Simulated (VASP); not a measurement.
BaTiO3, 5 atoms in the cell. It takes space group Pm-3m (No. 221, cubic). Conventional cell: a = 4.059 Å, b = 4.059 Å, c = 4.059 Å, α = 90.00°, β = 90.00°, γ = 90.00°. Within 3.8 Å of Ba (site symmetry m-3m) lie 12 O at 2.87 Å and 8 Ti at 3.51 Å. Ti (site symmetry m-3m) has 6 O at 2.03 Å within 2.7 Å. Within 2.7 Å of O (site symmetry 4/mmm) lie 2 Ti at 2.03 Å. 

```yaml
Program: VASP 6.6.1
Task: single point
Functional: PBE
Potentials_or_basis: VASP PAW PBE potentials, release 64 (Ba_sv, Ti_sv, O)
Cutoff: 520 eV
k_mesh: 7 × 7 × 7
Occupations: fermi-dirac, width 0.05 eV
Spin: no spin polarisation
Dipole_correction: no
Further_INCAR_settings: ALGO = Normal; EDIFF = 1e-07; NBANDS = 28
```

Potentials or basis: VASP PAW PBE potentials, release 64 (Ba_sv, Ti_sv, O).

Command:

```sh
$ cat potpaw_PBE.64/Ba_sv/POTCAR potpaw_PBE.64/Ti_sv/POTCAR potpaw_PBE.64/O/POTCAR > POTCAR
$ mpirun -np 1 vasp_std > vasp.out
```

Hardware: 1 thread of Intel Xeon 6975P-C (shared host).

Q: How long does it take, and how much memory?

A: It took 41 s on 1 thread of Intel Xeon 6975P-C, on a shared host, peak memory 0.19 GiB. Counts: scf iterations 17, k points 20.
